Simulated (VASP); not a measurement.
Write the native input for VASP 6.6.1 that does the following.

| Property | Result |
| --- | --- |
| Task | single point |
| Functional | PBEsol |
| Potentials or basis | VASP PAW PBE potentials, release 64 (Ti_sv, Al) |
| Cutoff | 520 eV |
| k mesh | 12 × 12 × 12 |
| Occupations | gaussian, width 0.15 eV |
| Spin | collinear spin |
| Starting moments | [0.2, 0.2, 0.2, 0.0] μB |
| Fixed moment | 0.6 μB |
| Dipole correction | no |
| Further INCAR settings | ALGO = Normal; EDIFF = 1e-06; NBANDS = 32 |

The structure of Ti3Al lies in POSCAR:

```
Ti3Al
1.0
    0.0000000000      3.4375311292      3.4375311292
    3.4375311292      0.0000000000      3.4375311292
    3.4375311292      3.4375311292      0.0000000000
Ti Al
3 1
Direct
    0.7500000000      0.7500000000      0.7500000000
    0.2500000000      0.2500000000      0.2500000000
    0.0000000000      0.0000000000      0.0000000000
    0.5000000000      0.5000000000      0.5000000000
```

The input as run:

INCAR

```
SYSTEM = Ti3Al
  PREC = Accurate
  ENCUT = 520
  EDIFF = 1E-6
  ISMEAR = 0
  SIGMA = 0.15
  LREAL = .FALSE.
  LASPH = .TRUE.
  NELM = 150
  ALGO = Normal
  ISIF = 2
  LWAVE = .FALSE.
  LCHARG = .FALSE.
  ISPIN = 2
  MAGMOM = 0.2 0.2 0.2 0
  LORBIT = 11
  NUPDOWN = 0.6
  LMAXMIX = 4
  GGA = PS
  NBANDS = 32
```

KPOINTS

```
Automatic mesh
0
G
  12 12 12
  0 0 0
```

Potentials or basis: VASP PAW PBE potentials, release 64 (Ti_sv, Al).

Launch:

```bash
$ cat potpaw_PBE.64/Ti_sv/POTCAR potpaw_PBE.64/Al/POTCAR > POTCAR
$ mpirun -np 1 vasp_std > vasp.out
```

Results of the run:

| Quantity | Value |
| --- | --- |
| Pressure | -17.4 GPa |
| Net moment | 0.60 μB per cell |
| Site moments | Ti -0.04, +0.55 (each value once); Al -0.01 μB |
| Valence electrons inside the program's atomic spheres | Ti 10.08, 10.14 (each value once); Al 0.74 |

Caveat: the cell stands under tension; the PAW data sets were made with another functional, which shifts forces and pressure a little; the total moment is fixed, so each spin has its own Fermi level.

It took 4.1 min on 1 thread of Intel(R) Xeon(R) Platinum 8488C (Sapphire Rapids) (shared host), peak memory 0.41 GiB.
